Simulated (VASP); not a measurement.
A run of VASP 6.6.1 is set up as follows.

INCAR

```
SYSTEM = TaN
  PREC = Accurate
  ENCUT = 520
  EDIFF = 1E-6
  ISMEAR = 0
  SIGMA = 0.1
  LREAL = .False.
  LASPH = .True.
  NELM = 100
  ALGO = Normal
  ISIF = 2
  LWAVE = .False.
  LCHARG = .True.
  GGA = PS
  LELF = .True.
  LVHAR = .True.
  NBANDS = 15
```

KPOINTS

```
regular mesh
0
Gamma
  16 16 16
  0 0 0
```

Contents of POSCAR:

```
TaN
1.0
    0.0000000000      2.1431822775      2.1431822775
    2.1431822775      0.0000000000      2.1431822775
    2.1431822775      2.1431822775      0.0000000000
Ta N
1 1
Direct
    0.5000000000      0.5000000000      0.5000000000
    0.0000000000      0.0000000000      0.0000000000
```

Potentials or basis: VASP PAW PBE potentials, release 64 (Ta_pv, N).

The run is started by

```console
$ cat potpaw_PBE.64/Ta_pv/POTCAR potpaw_PBE.64/N/POTCAR > POTCAR
$ mpirun -np 1 vasp_std > vasp.out
```

What does it give for the band gap on the k mesh?

Zero (band 8 reaches 12.43 eV, above the bottom of band 9 at 7.91 eV).

Predict the pressure.

26.7 GPa.

Caveat: the PAW data sets were made with another functional, which shifts forces and pressure a little; spin-orbit coupling is left out, which moves the levels of the heavy elements.
